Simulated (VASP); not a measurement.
Here is a VASP 6.6.1 calculation.

INCAR

```
SYSTEM = RbCaH3
PREC = Accurate ; ENCUT = 520
EDIFF = 1E-7 ; ISMEAR = 0
SIGMA = 0.05 ; LREAL = .FALSE.
LASPH = .TRUE. ; NELM = 60
ALGO = Normal ; ISIF = 2
LWAVE = .FALSE. ; LCHARG = .FALSE.
GGA = CA ; NBANDS = 19
```

The input KPOINTS:

```
Automatic mesh
0
G
  6 6 6
  0 0 0
```

POSCAR

```
RbCaH3
1.0
    4.5470000000      0.0000000000      0.0000000000
    0.0000000000      4.5470000000      0.0341025000
    0.0000000000      0.0341025000      4.5470000000
Rb Ca H
1 1 3
Direct
    0.0000000000      0.0000000000      0.0000000000
    0.5000000000      0.5000000000      0.5000000000
    0.0000000000      0.5000000000      0.5000000000
    0.5000000000      0.0000000000      0.5000000000
    0.5000000000      0.5000000000      0.0000000000
```

Potentials or basis: VASP PAW LDA potentials, release 64 (Rb_sv, Ca_sv, H).

The run is started by

```sh
$ cat potpaw_LDA.64/Rb_sv/POTCAR potpaw_LDA.64/Ca_sv/POTCAR potpaw_LDA.64/H/POTCAR > POTCAR
$ mpirun -np 1 vasp_std > vasp.out
```

Q: What does it give for the band gap on the k mesh?

A: 2.89 eV.

Q: Estimate the pressure.

A: -2.4 GPa.

Stress tensor (GPa, compression positive):
```
-2.38  0.00  0.00
 0.00 -2.38 -0.25
 0.00 -0.25 -2.38
```

Caveat: the cell differs from its parent crystal (strain +0.0150 x Voigt [0, 0, 0, 1, 0, 0]). A k mesh can miss the band edges.
